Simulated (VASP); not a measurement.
# AlN (P6_3mc) in VASP: notebook

AlN is run at these levels: r2SCAN; tasks: single point.

Program: VASP 6.6.1. These are calculated values, not measurements. Logs are shortened: lines on timing, memory, paths and dates and some standing lists are left out, and cuts for length are marked.

**1. The cell of the first run**

The structure is hexagonal, space group P6_3mc (No. 186). Conventional cell: a = 3.047 Å, b = 3.047 Å, c = 4.859 Å, α = 90.00°, β = 90.00°, γ = 120.00°. Within 2.5 Å of Al (site symmetry 3m) lie 4 N at 1.85 to 1.86 Å. Within 2.5 Å of N (site symmetry 3m) lie 4 Al at 1.85 to 1.86 Å.

**2. Single point, r2SCAN**

File POSCAR:

```
AlN
1.0
    3.0466613441      0.0000000000      0.0000000000
   -1.5233306720      2.6384861207      0.0000000000
    0.0000000000      0.0000000000      4.8585466469
Al N
2 2
Direct
    0.3333333333      0.6666666667     -0.0015118110
    0.6666666667      0.3333333333      0.4984881890
    0.3333333333      0.6666666667      0.3815118110
    0.6666666667      0.3333333333      0.8815118110
```

File INCAR.step1:

```
SYSTEM = AlN
PREC = Accurate
ENCUT = 520
ISMEAR = 0
SIGMA = 0.01
LREAL = .False.
LASPH = .True.
NELM = 60
NBANDS = 16
GGA = PE
ALGO = Normal
EDIFF = 1E-4
LWAVE = .True.
LCHARG = .False.
```

File INCAR.step2:

```
SYSTEM = AlN
PREC = Accurate
ENCUT = 520
EDIFF = 1E-7
ISMEAR = 0
SIGMA = 0.01
LREAL = .False.
LASPH = .True.
NELM = 60
ALGO = Normal
ISIF = 2
LWAVE = .False.
LCHARG = .True.
METAGGA = R2SCAN
LMIXTAU = .True.
LELF = .True.
LVHAR = .True.
NBANDS = 16
ISTART = 1
```

File KPOINTS:

```
Automatic mesh
0
Gamma
  8 8 4
  0 0 0
```

Potentials or basis: VASP PAW PBE potentials, release 64 (Al, N).

Started as:

```console
$ cat potpaw_PBE.64/Al/POTCAR potpaw_PBE.64/N/POTCAR > POTCAR
$ cp INCAR.step1 INCAR
$ mpirun -np 1 vasp_std > vasp.out
$ cp INCAR.step2 INCAR
$ mpirun -np 1 vasp_std > vasp.out
```

OUTCAR:

```text
SYSTEM = AlN
   PREC = Accurate
   ENCUT = 520
   EDIFF = 1E-7
   ISMEAR = 0
   LREAL = .False.
   LASPH = .True.
   NELM = 60
   ISIF = 2
   METAGGA = R2SCAN
   ISTART = 1

 ion  position               nearest neighbor table
   1  0.333  0.667  0.998-   4 1.85   4 1.85   4 1.85   3 1.86   2 3.00   2 3.00   2 3.00   2 3.00
                             2 3.00   2 3.00
   2  0.667  0.333  0.498-   3 1.85   3 1.85   3 1.85   4 1.86   1 3.00   1 3.00   1 3.00   1 3.00
                             1 3.00   1 3.00
   3  0.333  0.667  0.382-   2 1.85   2 1.85   2 1.85   1 1.86
   4  0.667  0.333  0.882-   1 1.85   1 1.85   1 1.85   2 1.86

  LATTYP: Found a hexagonal cell.
 ALAT       =     3.0466613441
 C/A-ratio  =     1.5947117510

  Lattice vectors:

 A1 = (   3.0466613441,   0.0000000000,   0.0000000000)
 A2 = (  -1.5233306720,   2.6384861207,   0.0000000000)
 A3 = (   0.0000000000,   0.0000000000,   4.8585466469)

Analysis of symmetry for initial positions (statically):
=====================================================================
 Subroutine PRICEL returns:
 Original cell was already a primitive cell.

 Routine SETGRP: Setting up the symmetry group for a
 hexagonal supercell.

 Subroutine GETGRP returns: Found 12 space group operations
 (whereof  6 operations were pure point group operations)
 out of a pool of 24 trial point group operations.

The static configuration has the point symmetry C_3v.
 The point group associated with its full space group is C_6v.

Analysis of symmetry for dynamics (positions and initial velocities):
=====================================================================
 Subroutine PRICEL returns:
 Original cell was already a primitive cell.

 Routine SETGRP: Setting up the symmetry group for a
 hexagonal supercell.

 Subroutine GETGRP returns: Found 12 space group operations
 (whereof  6 operations were pure point group operations)
 out of a pool of 24 trial point group operations.

The dynamic configuration has the point symmetry C_3v.
 The point group associated with its full space group is C_6v.

 Subroutine INISYM returns: Found 12 space group operations
 (whereof  6 operations are pure point group operations),
 and found     1 'primitive' translations

----------------------------------------------------------------------------------------

                                     Primitive cell

  volume of cell :      39.0558

  direct lattice vectors                    reciprocal lattice vectors
     3.046661344  0.000000000  0.000000000     0.328228145  0.189502608  0.000000000
    -1.523330672  2.638486121  0.000000000     0.000000000  0.379005215  0.000000000
     0.000000000  0.000000000  4.858546647     0.000000000  0.000000000  0.205822867

  length of vectors
     3.046661344  3.046661344  4.858546647     0.379005215  0.379005215  0.205822867

  position of ions in fractional coordinates (direct lattice)
     0.333333333  0.666666667  0.998488189
     0.666666667  0.333333333  0.498488189
     0.333333333  0.666666667  0.381511811
     0.666666667  0.333333333  0.881511811

  ion indices of the primitive-cell ions
   primitive index   ion index
                 1           1
                 2           2
                 3           3
                 4           4

----------------------------------------------------------------------------------------

 KPOINTS: Automatic mesh

Automatic generation of k-mesh.
 Grid dimensions read from file:
 generate k-points for:    8    8    4

 Generating k-lattice:

  Cartesian coordinates                     Fractional coordinates (reciprocal lattice)
     0.041028518  0.023687826  0.000000000     0.125000000  0.000000000  0.000000000
     0.000000000  0.047375652  0.000000000     0.000000000  0.125000000  0.000000000
     0.000000000  0.000000000  0.051455717     0.000000000  0.000000000  0.250000000

  Length of vectors
     0.047375652  0.047375652  0.051455717

  Shift w.r.t. Gamma in fractional coordinates (k-lattice)
     0.000000000  0.000000000  0.000000000

 Subroutine IBZKPT returns following result:
 ===========================================

 Found     30 irreducible k-points:

 Following reciprocal coordinates:
            Coordinates               Weight
  0.000000  0.000000  0.000000      1.000000
  0.125000  0.000000  0.000000      6.000000
  0.250000  0.000000  0.000000      6.000000
  0.375000  0.000000  0.000000      6.000000
  0.500000  0.000000  0.000000      3.000000
  0.125000  0.125000  0.000000      6.000000
[... 16 lines left out ...]
  0.250000  0.000000  0.500000      6.000000
  0.375000  0.000000  0.500000      6.000000
 [... further k-points ...]
   k-points           NKPTS =     30   k-points in BZ     NKDIM =     30   number of bands    NBANDS=     16
   number of dos      NEDOS =    301   number of ions     NIONS =      4
   total plane-waves  NPLWV =  20736
   dimension x,y,z NGX =    24 NGY =   24 NGZ =   36
   dimension x,y,z NGXF=    48 NGYF=   48 NGZF=   72
   ions per type =               2   2
   NGX,Y,Z   is equivalent  to a cutoff of  13.10, 13.10, 12.32 a.u.
   NGXF,Y,Z  is equivalent  to a cutoff of  26.19, 26.19, 24.64 a.u.
 SYSTEM =  AlN
   PREC   = accura    normal or accurate (medium, high low for compatibility)
   ISTART =      1    job   : 0-new  1-cont  2-samecut
   ICHARG =      0    charge: 1-file 2-atom 10-const
   ISPIN  =      1    spin polarized calculation?
   LNONCOLLINEAR =      F non collinear calculations
   LSORBIT =      F    spin-orbit coupling
   LASPH  =      T    aspherical Exc in radial PAW
   ENCUT  =  520.0 eV  38.22 Ry    6.18 a.u.   5.66  5.66  9.03*2*pi/ulx,y,z
   NELM   =     60;   NELMIN=  2; NELMDL=  0     # of ELM steps
   EDIFF  = 0.1E-06   stopping-criterion for ELM
   LREAL  =      F    real-space projection
   EDIFFG = 0.1E-05   stopping-criterion for IOM
   NSW    =      0    number of steps for IOM
   IBRION =     -1    ionic relax: 0-MD 1-quasi-New 2-CG
   NFREE  =      0    steps in history (QN), initial steepest desc. (CG)
   ISIF   =      2    stress and relaxation
   ISYM   =      2    0-nonsym 1-usesym 2-fastsym
   POTIM  = 0.5000    time-step for ionic-motion
   TEBEG  =    0.0;   TEEND  =   0.0 temperature during run
   PSTRESS=    0.0 pullay stress
   NELECT =      16.0000    total number of electrons
   NUPDOWN=      -1.0000    fix difference up-down
   EMIN   =  10.00;   EMAX   =-10.00  energy-range for DOS
   EFERMI =   0.00;   METHOD = LEGACY
   ISMEAR =     0;   SIGMA  =   0.01  broadening in eV -4-tet -1-fermi 0-gaus
   EFERMI_NEDOS =   21; number of points for ismear=-14 and -15
   IALGO  =     38    algorithm
   IMIX   =      4    mixing-type and parameters
     AMIX     =   0.40;   BMIX     =  1.00
     AMIX_MAG =   1.60;   BMIX_MAG =  1.00
  volume/ion in A,a.u.               =       9.76        65.89
  Fermi-wavevector in a.u.,A,eV,Ry     =   1.215868  2.297657 20.113963  1.478335
  Thomas-Fermi vector in A             =   2.351241
   LORBIT       =      0    0 simple, 1 ext, 2 COOP (PROOUT), +10 PAW based schemes
   METAGGA = R2SCAN    functional components
   LHFCALC =     F    Hartree Fock is set to
   AEXX    =    0.0000 exact exchange contribution
   IVDW    =     0    specifies the selected vdW correction
   LEPSILON=     F    determine dielectric tensor
   LRPA    =     F    only Hartree local field effects (RPA)
 non-spin polarized calculation
 Gauss-broadening in eV      SIGMA  =   0.01
  energy-cutoff  :      520.00
  volume of cell :       39.06
 maximum number of plane-waves:      1087
 NGX is ok and might be reduce to    24
   NGX = 11   NGY = 11   NGZ = 19

 number of electron      16.0000000 magnetization

 Free energy of the ion-electron system (eV)
  ---------------------------------------------------
  ext. energy  EPLUGINS =         0.00000000
  ---------------------------------------------------
  free energy    TOTEN  =       -38.34513164 eV

  energy without entropy =      -38.34513164  energy(sigma->0) =      -38.34513164

 E-fermi :   6.7211     XC(G=0): -11.7092

 val. band max:        6.5813899162   @ k =   0.0000   0.0000   0.0000
 cond. band min:      12.0653772482   @ k =   0.0000   0.0000   0.0000
 fundamental gap:      5.4839873320
 Fermi energy:         6.7211016624

 k-point     1 :       0.0000    0.0000    0.0000
  band No.  band energies     occupation
      1      -9.8365      2.00000
      2      -7.4904      2.00000
      3       0.1930      2.00000
      4       5.5944      2.00000
      5       5.5944      2.00000
      6       6.2831      2.00000
[... 8 lines left out ...]
     15      21.2696      0.00000
     16      21.3797      0.00000

 k-point     2 :       0.1250    0.0000    0.0000
  band No.  band energies     occupation
      1      -9.6227      2.00000
      2      -7.3727      2.00000
      3       0.4451      2.00000
      4       4.7023      2.00000
      5       5.3338      2.00000
      6       5.4761      2.00000
[... 8 lines left out ...]
     15      20.8641      0.00000
     16      21.0470      0.00000

 k-point     3 :       0.2500    0.0000    0.0000
  band No.  band energies     occupation
      1      -9.0271      2.00000
      2      -7.0971      2.00000
      3       1.1684      2.00000
      4       2.8981      2.00000
      5       3.9906      2.00000
      6       4.8391      2.00000
[... 8 lines left out ...]
     15      20.4288      0.00000
     16      21.3361      0.00000

 k-point     4 :       0.3750    0.0000    0.0000
  band No.  band energies     occupation
      1      -8.2228      2.00000
      2      -6.9037      2.00000
      3       1.3653      2.00000
      4       2.2299      2.00000
      5       2.7038      2.00000
      6       4.4370      2.00000
[... 8 lines left out ...]
     15      20.5295      0.00000
     16      23.2592      0.00000
[... 324 lines left out ...]
 k-point    22 :       0.1250    0.0000    0.5000
  band No.  band energies     occupation
      1      -8.6811      2.00000
      2      -8.6811      2.00000
      3       3.0038      2.00000
      4       3.0038      2.00000
      5       5.3971      2.00000
      6       5.3971      2.00000
[... 8 lines left out ...]
     15      19.8968      0.00000
     16      19.8968      0.00000

 k-point    23 :       0.2500    0.0000    0.5000
  band No.  band energies     occupation
      1      -8.1868      2.00000
      2      -8.1868      2.00000
      3       2.3241      2.00000
      4       2.3241      2.00000
      5       4.8587      2.00000
      6       4.8587      2.00000
[... 8 lines left out ...]
     15      20.8648      0.00000
     16      20.8648      0.00000

 k-point    24 :       0.3750    0.0000    0.5000
  band No.  band energies     occupation
      1      -7.5939      2.00000
      2      -7.5939      2.00000
      3       1.1625      2.00000
      4       1.1625      2.00000
      5       4.9794      2.00000
      6       4.9794      2.00000
[... 8 lines left out ...]
     15      21.3385      0.00000
     16      21.3385      0.00000

 [... further k-points ...]
[... 5 lines left out ...]
  --------------------------------------------------------------------------------------
  -------------------------------------------------------------------------------------
  Total        3.5804420      3.5804420      3.5852925      0.0000000      0.0000000      0.0000000
  in kB      146.8797253    146.8797253    147.0787063      0.0000000      0.0000000      0.0000000
  external PRESSURE =     146.9460523 kB  Pullay stress =       0.0000000 kB

 VOLUME and BASIS-vectors are now :
 -----------------------------------------------------------------------------
  energy-cutoff  :      520.00
  volume of cell :       39.06
      direct lattice vectors                 reciprocal lattice vectors
     3.046661344  0.000000000  0.000000000     0.328228145  0.189502608  0.000000000
    -1.523330672  2.638486121  0.000000000     0.000000000  0.379005215  0.000000000
     0.000000000  0.000000000  4.858546647     0.000000000  0.000000000  0.205822867

 POSITION                                       TOTAL-FORCE (eV/Angst)
 -----------------------------------------------------------------------------------
     -0.00000      1.75899      4.85120         0.000000      0.000000     -0.002073
      1.52333      0.87950      2.42193        -0.000000      0.000000     -0.002073
     -0.00000      1.75899      1.85359         0.000000     -0.000000      0.002073
      1.52333      0.87950      4.28287         0.000000      0.000000      0.002073
 -----------------------------------------------------------------------------------
    total drift:                               -0.000000      0.000000     -0.029328

  FREE ENERGIE OF THE ION-ELECTRON SYSTEM (eV)
  ---------------------------------------------------
  free  energy   TOTEN  =       -38.3451316376 eV

  energy  without entropy=      -38.3451316376  energy(sigma->0) =      -38.34513164
```

It took 60 s on 1 thread of Intel Xeon Platinum 8375C at 2.90GHz (Ice Lake), shared host; peak memory 0.16 GiB.

Results:

```
Free energy            : -38.3451 eV
Pressure               : 14.7 GPa
Band gap on the k mesh : 5.48 eV, direct
```

Forces in eV/Å, atoms in the order of the input:
```
Al   0.000  0.000 -0.002
Al   0.000  0.000 -0.002
N    0.000  0.000  0.002
N    0.000  0.000  0.002
```

Caveat: the PAW data sets were made with another functional, which shifts forces and pressure a little. r2SCAN opens gaps a little over a GGA but as a rule still falls short of measured ones.

**3. Single point, r2SCAN**

POSCAR is that of step 2.

File INCAR.step1:

```
PREC = Accurate
ENCUT = 520
ISMEAR = 0
SIGMA = 0.01
LREAL = F
LASPH = T
NELM = 80
NBANDS = 16
GGA = PE
ALGO = Normal
EDIFF = 1E-4
LWAVE = T
LCHARG = F
```

File INCAR.step2:

```
PREC = Accurate
ENCUT = 520
EDIFF = 1E-7
ISMEAR = 0
SIGMA = 0.01
LREAL = F
LASPH = T
NELM = 80
ALGO = Normal
ISIF = 2
LWAVE = F
LCHARG = F
METAGGA = R2SCAN
LMIXTAU = T
NBANDS = 16
ISTART = 1
```

File KPOINTS:

```
Automatic mesh
0
Gamma
  8 8 4
```

Potentials or basis: VASP PAW PBE potentials, release 64 (Al, N).

Started as:

```console
$ cat potpaw_PBE.64/Al/POTCAR potpaw_PBE.64/N/POTCAR > POTCAR
$ cp INCAR.step1 INCAR
$ mpirun -np 1 vasp_std > vasp.out
$ cp INCAR.step2 INCAR
$ mpirun -np 1 vasp_std > vasp.out
```

Run time: 57 s. Hardware: 1 thread of Intel Xeon Platinum 8375C at 2.90GHz (Ice Lake), shared host; peak memory 0.16 GiB.

Results (log left out):

```yaml
Free_energy: -38.3451 eV
Pressure: 14.7 GPa
Band_gap_on_the_k_mesh: 5.48 eV, direct
```

Forces on the atoms (eV/Å):
```
Al   0.000  0.000 -0.002
Al   0.000  0.000 -0.002
N    0.000  0.000  0.002
N    0.000  0.000  0.002
```

Levels at points of the mesh, in eV from the valence-band top:
```tsv
k point	band 5	band 6	band 7	band 8	band 9	band 10	band 11	band 12
(0.00, 0.00, 0.00)	-0.99	-0.30	-0.30	0.00	5.48	8.05	12.17	12.43
(0.50, 0.00, 0.00)	-3.58	-2.29	-1.89	-0.77	6.60	6.74	9.59	11.71
(0.00, 0.00, 0.50)	-0.65	-0.65	-0.65	-0.65	7.80	7.80	11.86	11.86
(0.50, 0.00, 0.50)	-1.62	-1.62	-1.47	-1.47	6.21	6.21	10.52	10.52
```

Caveat: the PAW data sets were made with another functional, which shifts forces and pressure a little. r2SCAN opens gaps a little over a GGA but as a rule still falls short of measured ones.

**4. Single point, r2SCAN**

This run uses another cell than the first one, of 9.96 Å³/atom, 1.020 times its volume.

File POSCAR:

```
AlN
1.0
    3.0649116089      0.0000000000      0.0000000000
   -1.5324558045      2.6542913137      0.0000000000
    0.0000000000      0.0000000000      4.8957421271
Al N
2 2
Direct
    0.3333333333      0.6666666667     -0.0012674443
    0.6666666667      0.3333333333      0.4987325557
    0.3333333333      0.6666666667      0.3812674443
    0.6666666667      0.3333333333      0.8812674443
```

File INCAR.step1:

```
SYSTEM = AlN
PREC = Accurate
ENCUT = 520
ISMEAR = 0
SIGMA = 0.01
LREAL = .FALSE.
LASPH = .TRUE.
NELM = 80
NBANDS = 16
GGA = PE
ALGO = Normal
EDIFF = 1E-4
LWAVE = .TRUE.
LCHARG = .FALSE.
```

File INCAR.step2:

```
SYSTEM = AlN
PREC = Accurate
ENCUT = 520
EDIFF = 1E-6
ISMEAR = 0
SIGMA = 0.01
LREAL = .FALSE.
LASPH = .TRUE.
NELM = 80
ALGO = Normal
ISIF = 2
LWAVE = .FALSE.
LCHARG = .TRUE.
METAGGA = R2SCAN
LMIXTAU = .TRUE.
LELF = .TRUE.
LVHAR = .TRUE.
NBANDS = 16
ISTART = 1
```

File KPOINTS:

```
regular mesh
0
G
  8 8 4
  0 0 0
```

Started as:

```console
$ cat potpaw_PBE.64/Al/POTCAR potpaw_PBE.64/N/POTCAR > POTCAR
$ cp INCAR.step1 INCAR
$ mpirun -np 1 vasp_std > vasp.out
$ cp INCAR.step2 INCAR
$ mpirun -np 1 vasp_std > vasp.out
```

Wall time 51 s (1 thread of Intel Xeon Platinum 8375C at 2.90GHz (Ice Lake), shared host); peak memory 0.16 GiB.

Results (log left out):

| Property | Result |
| --- | --- |
| Free energy | -38.4047 eV |
| Pressure | 9.7 GPa |
| Band gap on the k mesh | 5.31 eV, direct |

Levels at points of the mesh, in eV from the valence-band top:
```tsv
k point	band 6	band 7	band 8	band 9	band 10	band 11
(0.00, 0.00, 0.00)	-0.27	-0.27	0.00	5.31	7.89	12.00
(0.50, 0.00, 0.00)	-2.24	-1.85	-0.75	6.56	6.69	9.43
(0.00, 0.00, 0.50)	-0.62	-0.62	-0.62	7.63	7.63	11.69
(0.50, 0.00, 0.50)	-1.58	-1.44	-1.44	6.15	6.15	10.41
```

Caveat: the PAW data sets were made with another functional, which shifts forces and pressure a little.

(Continued in part 2 of 2.)
